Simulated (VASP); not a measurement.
Write the native input for VASP 6.6.1 that does the following.

| Property | Result |
| --- | --- |
| Task | relaxation of the atoms |
| Functional | LDA |
| Potentials or basis | VASP PAW LDA potentials, release 64 (Al, N) |
| Cutoff | 520 eV |
| k mesh | 9 × 9 × 6 |
| Occupations | gaussian, width 0.05 eV |
| Spin | no spin polarisation |
| Dipole correction | no |
| Further INCAR settings | ALGO = Normal; EDIFF = 1e-06; IBRION = 2; EDIFFG = -0.01; NSW = 50 |

The structure of AlN lies in POSCAR:

```
AlN
1.0
    3.0886152983      0.0000000000      0.0000000000
   -1.5443076491      2.6748193108      0.0000000000
    0.0000000000      0.0000000000      4.7458408954
Al N
2 2
Direct
    0.3333333333      0.6666666667      0.0015210172
    0.6666666667      0.3333333333      0.5015210172
    0.3333333333      0.6666666667      0.3834789828
    0.6666666667      0.3333333333      0.8834789828
```

This cell differs from its parent crystal: engineering shear strain xz +0.0000, normal strain along z -0.0400.

These files were run (other wordings do the same):

INCAR

```
PREC = Accurate ; ENCUT = 520
EDIFF = 1E-6 ; ISMEAR = 0
SIGMA = 0.05 ; LREAL = False
LASPH = True ; NELM = 60
ALGO = Normal ; ISIF = 2
LWAVE = False ; LCHARG = False
GGA = CA ; IBRION = 2
NSW = 50 ; EDIFFG = -0.01
```

KPOINTS

```
Automatic mesh
0
Gamma
  9 9 6
```

Potentials or basis: VASP PAW LDA potentials, release 64 (Al, N).

Run with:

```console
$ cat potpaw_LDA.64/Al/POTCAR potpaw_LDA.64/N/POTCAR > POTCAR
$ mpirun -np 1 vasp_std > vasp.out
```

Results of the run:

- Energy gained by relaxing: 8.4 meV/atom
- Ionic steps: 3
- Pressure after relaxing: 9.2 GPa
- Band gap on the k mesh: 4.51 eV, direct

Caveat: the cell differs from its parent crystal (engineering shear strain xz +0.0000, normal strain along z -0.0400).

Wall time 16 s on 1 thread of Intel(R) Xeon(R) Platinum 8559C (Emerald Rapids), on a shared host, peak memory 0.14 GiB.
